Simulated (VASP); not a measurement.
# Te (Pm-3m) in VASP: notebook

Runs on Te. Level: LDA. Tasks: single point, relaxation of cell and atoms.

Program: VASP 6.6.1. These are calculated values, not measurements. Logs are shortened: lines on timing, memory, paths and dates and some standing lists are left out, and cuts for length are marked.

### 1 The cell of the first run

The structure is cubic, space group Pm-3m (No. 221). The conventional cell has a = 2.435 Å, b = 2.435 Å, c = 2.435 Å, α = 90.00°, β = 90.00°, γ = 90.00°. Within 3.2 Å of Te (site symmetry m-3m) lie 6 Te at 2.43 Å.

### 2 Single point, LDA

INCAR

```
SYSTEM = Te
  PREC = Accurate
  ENCUT = 520
  EDIFF = 1E-7
  ISMEAR = -1
  SIGMA = 0.08
  LREAL = .False.
  LASPH = .True.
  NELM = 60
  ALGO = Normal
  ISIF = 2
  LWAVE = .False.
  LCHARG = .False.
  GGA = CA
  NBANDS = 9
```

KPOINTS

```
Automatic mesh
0
Gamma
  15 15 15
  0 0 0
```

POSCAR

```
Te
1.0
    2.4345977450      0.0000000000      0.0000000000
    0.0000000000      2.4345977450      0.0000000000
    0.0000000000      0.0000000000      2.4345977450
Te
1
Direct
    0.0000000000      0.0000000000      0.0000000000
```

Potentials or basis: VASP PAW LDA potentials, release 64 (Te).

On the command line:

```sh
$ cat potpaw_LDA.64/Te/POTCAR > POTCAR
$ mpirun -np 1 vasp_std > vasp.out
```

OUTCAR:

```text
SYSTEM = Te
   PREC = Accurate
   ENCUT = 520
   EDIFF = 1E-7
   ISMEAR = -1
   LREAL = .False.
   LASPH = .True.
   NELM = 60
   ISIF = 2
   GGA = CA

 ion  position               nearest neighbor table
   1  0.000  0.000  0.000-

  LATTYP: Found a simple cubic cell.
 ALAT       =     2.4345977450

  Lattice vectors:

 A1 = (   2.4345977450,   0.0000000000,   0.0000000000)
 A2 = (   0.0000000000,   2.4345977450,   0.0000000000)
 A3 = (   0.0000000000,   0.0000000000,   2.4345977450)

Analysis of symmetry for initial positions (statically):
=====================================================================
 Subroutine PRICEL returns:
 Original cell was already a primitive cell.

 Routine SETGRP: Setting up the symmetry group for a
 simple cubic supercell.

 Subroutine GETGRP returns: Found 48 space group operations
 (whereof 48 operations were pure point group operations)
 out of a pool of 48 trial point group operations.

The static configuration has the point symmetry O_h .

Analysis of symmetry for dynamics (positions and initial velocities):
=====================================================================
 Subroutine PRICEL returns:
 Original cell was already a primitive cell.

 Routine SETGRP: Setting up the symmetry group for a
 simple cubic supercell.

 Subroutine GETGRP returns: Found 48 space group operations
 (whereof 48 operations were pure point group operations)
 out of a pool of 48 trial point group operations.

The dynamic configuration has the point symmetry O_h .

 Subroutine INISYM returns: Found 48 space group operations
 (whereof 48 operations are pure point group operations),
 and found     1 'primitive' translations

----------------------------------------------------------------------------------------

                                     Primitive cell

  volume of cell :      14.4305

  direct lattice vectors                    reciprocal lattice vectors
     2.434597745  0.000000000  0.000000000     0.410745472  0.000000000  0.000000000
     0.000000000  2.434597745  0.000000000     0.000000000  0.410745472  0.000000000
     0.000000000  0.000000000  2.434597745     0.000000000  0.000000000  0.410745472

  length of vectors
     2.434597745  2.434597745  2.434597745     0.410745472  0.410745472  0.410745472

  position of ions in fractional coordinates (direct lattice)
     0.000000000  0.000000000  0.000000000

  ion indices of the primitive-cell ions
   primitive index   ion index
                 1           1

----------------------------------------------------------------------------------------

 KPOINTS: Automatic mesh

Automatic generation of k-mesh.
 Grid dimensions read from file:
 generate k-points for:   15   15   15

 Generating k-lattice:

  Cartesian coordinates                     Fractional coordinates (reciprocal lattice)
     0.027383031  0.000000000  0.000000000     0.066666667  0.000000000  0.000000000
     0.000000000  0.027383031  0.000000000     0.000000000  0.066666667  0.000000000
     0.000000000  0.000000000  0.027383031     0.000000000  0.000000000  0.066666667

  Length of vectors
     0.027383031  0.027383031  0.027383031

  Shift w.r.t. Gamma in fractional coordinates (k-lattice)
     0.000000000  0.000000000  0.000000000

 Subroutine IBZKPT returns following result:
 ===========================================

 Found    120 irreducible k-points:

 Following reciprocal coordinates:
            Coordinates               Weight
  0.000000  0.000000  0.000000      1.000000
  0.066667  0.000000  0.000000      6.000000
  0.133333  0.000000  0.000000      6.000000
  0.200000  0.000000  0.000000      6.000000
  0.266667  0.000000  0.000000      6.000000
  0.333333  0.000000  0.000000      6.000000
[... 16 lines left out ...]
  0.266667  0.200000  0.000000     24.000000
  0.333333  0.200000  0.000000     24.000000
 [... further k-points ...]
   k-points           NKPTS =    120   k-points in BZ     NKDIM =    120   number of bands    NBANDS=      9
   number of dos      NEDOS =    301   number of ions     NIONS =      1
   total plane-waves  NPLWV =   5832
   dimension x,y,z NGX =    18 NGY =   18 NGZ =   18
   dimension x,y,z NGXF=    36 NGYF=   36 NGZF=   36
   ions per type =               1
   NGX,Y,Z   is equivalent  to a cutoff of  12.29, 12.29, 12.29 a.u.
   NGXF,Y,Z  is equivalent  to a cutoff of  24.58, 24.58, 24.58 a.u.
 SYSTEM =  Te
   PREC   = accura    normal or accurate (medium, high low for compatibility)
   ISTART =      0    job   : 0-new  1-cont  2-samecut
   ICHARG =      2    charge: 1-file 2-atom 10-const
   ISPIN  =      1    spin polarized calculation?
   LNONCOLLINEAR =      F non collinear calculations
   LSORBIT =      F    spin-orbit coupling
   LASPH  =      T    aspherical Exc in radial PAW
   ENCUT  =  520.0 eV  38.22 Ry    6.18 a.u.   4.53  4.53  4.53*2*pi/ulx,y,z
   NELM   =     60;   NELMIN=  2; NELMDL= -5     # of ELM steps
   EDIFF  = 0.1E-06   stopping-criterion for ELM
   LREAL  =      F    real-space projection
   EDIFFG = 0.1E-05   stopping-criterion for IOM
   NSW    =      0    number of steps for IOM
   IBRION =     -1    ionic relax: 0-MD 1-quasi-New 2-CG
   NFREE  =      0    steps in history (QN), initial steepest desc. (CG)
   ISIF   =      2    stress and relaxation
   ISYM   =      2    0-nonsym 1-usesym 2-fastsym
   POTIM  = 0.5000    time-step for ionic-motion
   TEBEG  =    0.0;   TEEND  =   0.0 temperature during run
   PSTRESS=    0.0 pullay stress
   NELECT =       6.0000    total number of electrons
   NUPDOWN=      -1.0000    fix difference up-down
   EMIN   =  10.00;   EMAX   =-10.00  energy-range for DOS
   EFERMI =   0.00;   METHOD = LEGACY
   ISMEAR =    -1;   SIGMA  =   0.08  broadening in eV -4-tet -1-fermi 0-gaus
   EFERMI_NEDOS =   21; number of points for ismear=-14 and -15
   IALGO  =     38    algorithm
   IMIX   =      4    mixing-type and parameters
     AMIX     =   0.40;   BMIX     =  1.00
     AMIX_MAG =   1.60;   BMIX_MAG =  1.00
  volume/ion in A,a.u.               =      14.43        97.38
  Fermi-wavevector in a.u.,A,eV,Ry     =   1.221888  2.309033 20.313635  1.493010
  Thomas-Fermi vector in A             =   2.357054
   LORBIT       =      0    0 simple, 1 ext, 2 COOP (PROOUT), +10 PAW based schemes
   GGA     = CA    functional components
   LHFCALC =     F    Hartree Fock is set to
   AEXX    =    0.0000 exact exchange contribution
   IVDW    =     0    specifies the selected vdW correction
   LEPSILON=     F    determine dielectric tensor
   LRPA    =     F    only Hartree local field effects (RPA)
 non-spin polarized calculation
  energy-cutoff  :      520.00
  volume of cell :       14.43
 maximum number of plane-waves:       403
 NGX is ok and might be reduce to    18
   NGX =  9   NGY =  9   NGZ =  9

 number of electron       6.0000001 magnetization

 Free energy of the ion-electron system (eV)
  ---------------------------------------------------
  ext. energy  EPLUGINS =         0.00000000
  ---------------------------------------------------
  free energy    TOTEN  =         2.24125752 eV

  energy without entropy =        2.25486781  energy(sigma->0) =        2.24806267

 E-fermi :  21.5451     XC(G=0): -13.3029

 val. band max:       21.5337992195   @ k =   0.1333   0.1333   0.1333
 cond. band min:      21.5605547190   @ k =   0.4000   0.4000   0.2000
 fundamental gap:      0.0267554995
 Fermi energy:        21.5451104309

 k-point     1 :       0.0000    0.0000    0.0000
  band No.  band energies     occupation
      1      -1.6520      2.00000
      2      23.6860      0.00000
      3      23.6860      0.00000
      4      23.6860      0.00000
      5      27.4153      0.00000
      6      27.4153      0.00000
      7      32.8018      0.00000
      8      42.0188      0.00000
      9      42.0188      0.00000

 k-point     2 :       0.0667    0.0000    0.0000
  band No.  band energies     occupation
      1      -1.5318      2.00000
      2      22.1278      0.00137
      3      23.8269      0.00000
      4      23.8269      0.00000
      5      27.4695      0.00000
      6      28.5068      0.00000
      7      33.3719      0.00000
      8      41.0764      0.00000
      9      41.5166      0.00000

 k-point     3 :       0.1333    0.0000    0.0000
  band No.  band energies     occupation
      1      -1.1704      2.00000
      2      19.4509      2.00000
      3      24.2418      0.00000
      4      24.2418      0.00000
      5      27.6334      0.00000
      6      29.6789      0.00000
      7      35.1738      0.00000
      8      39.2420      0.00000
      9      40.4289      0.00000

 k-point     4 :       0.2000    0.0000    0.0000
  band No.  band energies     occupation
      1      -0.5672      2.00000
      2      16.6571      2.00000
      3      24.9067      0.00000
      4      24.9067      0.00000
      5      27.9114      0.00000
      6      30.2956      0.00000
      7      37.3339      0.00000
      8      37.8003      0.00000
      9      39.1053      0.00000

 k-point     5 :       0.2667    0.0000    0.0000
  band No.  band energies     occupation
      1       0.2773      2.00000
      2      13.9447      2.00000
      3      25.7786      0.00000
      4      25.7786      0.00000
      5      28.3106      0.00000
      6      30.6857      0.00000
      7      35.5597      0.00000
      8      37.6741      0.00000
      9      37.6741      0.00000

 k-point     6 :       0.3333    0.0000    0.0000
  band No.  band energies     occupation
      1       1.3539      2.00000
      2      11.4059      2.00000
      3      26.7864      0.00000
      4      26.7864      0.00000
      5      28.8396      0.00000
      6      30.9955      0.00000
      7      33.9750      0.00000
      8      36.2351      0.00000
      9      36.2351      0.00000
[... 169 lines left out ...]
 k-point    21 :       0.4667    0.1333    0.0000
  band No.  band energies     occupation
      1       4.2983      2.00000
      2       7.8783      2.00000
      3      24.3580      0.00000
      4      27.5433      0.00000
      5      29.1751      0.00000
      6      31.2495      0.00000
      7      33.0961      0.00000
      8      34.3196      0.00000
      9      37.9290      0.00000

 k-point    22 :       0.2000    0.2000    0.0000
  band No.  band energies     occupation
      1       0.5125      2.00000
      2      16.9842      2.00000
      3      18.5293      2.00000
      4      26.1503      0.00000
      5      29.5053      0.00000
      6      32.3434      0.00000
      7      35.0543      0.00000
      8      39.0536      0.00000
      9      39.5639      0.00000

 k-point    23 :       0.2667    0.2000    0.0000
  band No.  band energies     occupation
      1       1.3521      2.00000
      2      14.8359      2.00000
      3      18.7740      2.00000
      4      27.0425      0.00000
      5      29.7371      0.00000
      6      30.5074      0.00000
      7      35.7986      0.00000
      8      38.2261      0.00000
      9      39.0427      0.00000

 k-point    24 :       0.3333    0.2000    0.0000
  band No.  band energies     occupation
      1       2.4219      2.00000
      2      12.3814      2.00000
      3      19.6723      2.00000
      4      28.0835      0.00000
      5      28.2697      0.00000
      6      30.5573      0.00000
      7      35.3724      0.00000
      8      36.9193      0.00000
      9      39.2749      0.00000

 [... further k-points ...]

------------------------ aborting loop because EDIFF is reached ----------------------------------------

  FORCE on cell =-STRESS in cart. coord.  units (eV):
  Direction    XX          YY          ZZ          XY          YZ          ZX
  --------------------------------------------------------------------------------------
  -------------------------------------------------------------------------------------
  Total       20.2689031     20.2689031     20.2689031     -0.0000000      0.0000000     -0.0000000
  in kB     2250.3972235   2250.3972235   2250.3972235     -0.0000000      0.0000000     -0.0000000
  external PRESSURE =    2250.3972235 kB  Pullay stress =       0.0000000 kB

 VOLUME and BASIS-vectors are now :
 -----------------------------------------------------------------------------
  energy-cutoff  :      520.00
  volume of cell :       14.43
      direct lattice vectors                 reciprocal lattice vectors
     2.434597745  0.000000000  0.000000000     0.410745472  0.000000000  0.000000000
     0.000000000  2.434597745  0.000000000     0.000000000  0.410745472  0.000000000
     0.000000000  0.000000000  2.434597745     0.000000000  0.000000000  0.410745472

 POSITION                                       TOTAL-FORCE (eV/Angst)
 -----------------------------------------------------------------------------------
      0.00000      0.00000      0.00000         0.000000      0.000000      0.000000
 -----------------------------------------------------------------------------------
    total drift:                                0.000000      0.000000     -0.000000

  FREE ENERGIE OF THE ION-ELECTRON SYSTEM (eV)
  ---------------------------------------------------
  free  energy   TOTEN  =         2.2412575232 eV

  energy  without entropy=        2.2548678109  energy(sigma->0) =        2.24806267
```

It took 5.1 s on 1 thread of Intel Xeon Platinum 8559C (Emerald Rapids), shared host; peak memory 0.12 GiB.

Results:

| Property | Result |
| --- | --- |
| Free energy | 2.2413 eV |
| Pressure | 225.0 GPa |
| Band gap on the k mesh | zero (band 3 reaches 28.52 eV, above the bottom of band 4 at 18.90 eV) |

Caveat: spin-orbit coupling is left out, which moves the levels of the heavy elements.

### 3 Single point, LDA

INCAR

```
PREC = Accurate
ENCUT = 520
EDIFF = 1E-6
ISMEAR = -1
SIGMA = 0.08
LREAL = F
LASPH = T
NELM = 100
ALGO = Normal
ISIF = 2
LWAVE = F
LCHARG = F
GGA = CA
NBANDS = 9
```

KPOINTS

```
regular mesh
0
Gamma
  15 15 15
```

POSCAR is that of step 2.

Potentials or basis: VASP PAW LDA potentials, release 64 (Te).

On the command line:

```sh
$ cat potpaw_LDA.64/Te/POTCAR > POTCAR
$ mpirun -np 1 vasp_std > vasp.out
```

Wall time 4.7 s (1 thread of Intel Xeon Platinum 8559C (Emerald Rapids), shared host); peak memory 0.12 GiB.

Results (log left out):

```
Free energy            : 2.2413 eV
Pressure               : 225.0 GPa
Band gap on the k mesh : zero (band 3 reaches 28.52 eV, above the bottom of band 4 at 18.90 eV)
```

Levels at points of the mesh, in eV from the Fermi level:
| k point | band 1 | band 2 | band 3 | band 4 | band 5 | band 6 | band 7 |
| --- | --- | --- | --- | --- | --- | --- | --- |
| (0.00, 0.00, 0.00) | -23.20 | 2.14 | 2.14 | 2.14 | 5.87 | 5.87 | 11.26 |

Caveat: spin-orbit coupling is left out, which moves the levels of the heavy elements.

### 4 Relaxation of cell and atoms, LDA, target pressure 220 GPa, at which the enthalpy is minimised

This run uses another cell than the first one, of 13.79 Å³/atom, 0.956 times its volume.

INCAR

```
PREC = Accurate
ENCUT = 600
EDIFF = 1E-7
ISMEAR = -1
SIGMA = 0.08
LREAL = False
LASPH = True
NELM = 80
ALGO = Normal
ISIF = 3
LWAVE = False
LCHARG = False
IBRION = 2
NSW = 60
EDIFFG = -0.005
PSTRESS = 2200.0
```

KPOINTS is that of step 3.

POSCAR

```
Te
1.0
    2.3980130816      0.0000000000      0.0000000000
    0.0000000000      2.3980130816      0.0000000000
    0.0000000000      0.0000000000      2.3980130816
Te
1
Direct
    0.0000000000      0.0000000000      0.0000000000
```

On the command line:

```sh
$ cat potpaw_LDA.64/Te/POTCAR > POTCAR
$ mpirun -np 1 vasp_std > vasp.out
```

Wall time 33 s (1 thread of Intel Xeon Platinum 8559C (Emerald Rapids), shared host); peak memory 0.13 GiB.

Results (log left out):

```
Free energy                                            : 2.1105 eV
Relaxed volume                                         : 14.52 Å³/atom
Relaxed cell                                           : a = 2.440 Å, b = 2.440 Å, c = 2.440 Å, α = 90.00°, β = 90.00°, γ = 90.00°
Space group after relaxing (to 0.05 Å)                 : Pm-3m (No. 221)
Energy change on relaxing (the enthalpy is what falls) : -1103.6 meV/atom
Ionic steps                                            : 15
Pressure after relaxing                                : 220.0 GPa
Band gap on the k mesh                                 : zero (band 3 reaches 28.31 eV, above the bottom of band 4 at 18.78 eV)
```

Step by step:
| step | energy change (eV) | largest force (eV/Å) | pressure (GPa) | volume (Å³) |
| --- | --- | --- | --- | --- |
| 1 | 0.0000 | 0.0000 | 262.42 | 13.79 |
| 2 | -6.2383 | 0.0000 | 39.39 | 22.43 |
| 3 | -1.4157 | 0.0000 | 208.26 | 14.76 |
| 4 | -1.1152 | 0.0000 | 219.60 | 14.53 |
| 5 | -1.0944 | 0.0000 | 220.38 | 14.52 |
| 6 | -1.0952 | 0.0000 | 220.36 | 14.52 |
| 7 | -1.0975 | 0.0000 | 220.28 | 14.52 |
| 8 | -1.0976 | 0.0000 | 220.27 | 14.52 |
| 9 | -1.0976 | 0.0000 | 220.27 | 14.52 |
| 10 | -1.0977 | 0.0000 | 220.26 | 14.52 |
| 11 | -1.0979 | 0.0000 | 220.26 | 14.52 |
| 12 | -1.0983 | 0.0000 | 220.24 | 14.52 |
| 13 | -1.0990 | 0.0000 | 220.22 | 14.52 |
| 14 | -1.1006 | 0.0000 | 220.16 | 14.52 |
| 15 | -1.1036 | 0.0000 | 220.04 | 14.52 |

Final structure:
```yaml
crystal:
  lattice:
    - [2.43987, 0.00000, 0.00000]
    - [0.00000, 2.43987, 0.00000]
    - [0.00000, 0.00000, 2.43987]
  atoms:
    - { symbol: Te, position: [0.00000, 0.00000, 0.00000] }
```

Levels at points of the mesh, in eV from the Fermi level:
```
           k point  band 1  band 2  band 3  band 4  band 5  band 6
(0.00, 0.00, 0.00)  -23.10    2.13    2.13    2.13    5.86    5.86
```

Caveat: the cell is relaxed towards a set pressure, so the enthalpy falls and the energy may rise; spin-orbit coupling is left out, which moves the levels of the heavy elements.

### 5 Relaxation of cell and atoms, LDA, target pressure 220 GPa, at which the enthalpy is minimised

INCAR

```
  PREC = Accurate
  ENCUT = 600
  EDIFF = 1E-6
  ISMEAR = -1
  SIGMA = 0.08
  LREAL = F
  LASPH = T
  NELM = 80
  ALGO = Normal
  ISIF = 3
  LWAVE = F
  LCHARG = F
  IBRION = 2
  NSW = 32
  EDIFFG = -0.005
  PSTRESS = 2200.0
```

KPOINTS

```
Automatic mesh
0
Gamma
  15 15 15
```

POSCAR

```
Te
1.0
    2.4345977450      0.0000000000      0.0000000000
    0.0000000000      2.4345977450      0.0000000000
    0.0000000000      0.0000000000      2.4345977450
Te
1
Direct
    0.0000000000      0.0000000000      0.0000000000
```

On the command line:

```sh
$ cat potpaw_LDA.64/Te/POTCAR > POTCAR
$ mpirun -np 1 vasp_std > vasp.out
```

Wall time 14 s (1 thread of Intel Xeon Platinum 8559C (Emerald Rapids), shared host); peak memory 0.13 GiB.

Results (log left out):

```yaml
Free_energy: 2.1095 eV
Relaxed_volume: 14.53 Å³/atom
Relaxed_cell: a = 2.440 Å, b = 2.440 Å, c = 2.440 Å, α = 90.00°, β = 90.00°, γ = 90.00°
Space_group_after_relaxing_to_0.05_Å: Pm-3m (No. 221)
Energy_change_on_relaxing_the_enthalpy_is_what_falls: -131.4 meV/atom
Ionic_steps: 4
Pressure_after_relaxing: 220.0 GPa
Band_gap_on_the_k_mesh: zero (band 3 reaches 28.31 eV, above the bottom of band 4 at 18.78 eV)
```

The path:
```
step  energy change (eV)  largest force (eV/Å)  pressure (GPa)  volume (Å³)
   1              0.0000                0.0000          225.02        14.43
   2             -1.2143                0.0000          180.52        15.40
   3             -0.1355                0.0000          219.84        14.53
   4             -0.1314                0.0000          219.97        14.53
```

Final structure:
```
Te
1.0
     2.43991    0.00000    0.00000
     0.00000    2.43991    0.00000
     0.00000    0.00000    2.43991
Te
1
Direct
  0.00000 0.00000 0.00000
```

Levels at points of the mesh, in eV from the Fermi level:
```tsv
k point	band 1	band 2	band 3	band 4	band 5	band 6
(0.00, 0.00, 0.00)	-23.10	2.13	2.13	2.13	5.86	5.86
```

Caveat: the cell is relaxed towards a set pressure, so the enthalpy falls and the energy may rise; spin-orbit coupling is left out, which moves the levels of the heavy elements.

### 6 Summary

| task | cell | cutoff (eV) | gap on the mesh (eV) | pressure (GPa) |
| --- | --- | --- | --- | --- |
| single point | a = 2.435 Å, 1 atom | 520 | none | 225.0 |
| relaxation of cell and atoms | relaxed to 220 GPa from a = 2.398 Å, 1 atom | 600 | none | 220.0 |
| relaxation of cell and atoms | relaxed to 220 GPa from a = 2.435 Å, 1 atom | 600 | none | 220.0 |

Alike in all rows: level LDA; potentials or basis VASP PAW LDA potentials, release 64 (Te); no spin polarisation; k mesh 15 × 15 × 15; smearing fermi-dirac 0.08 eV.

Caveats: spin-orbit coupling is left out, which moves the levels of the heavy elements; the cell is relaxed towards a set pressure, so the enthalpy falls and the energy may rise (some runs).

Absolute energies hang on the potentials; compare differences alone.
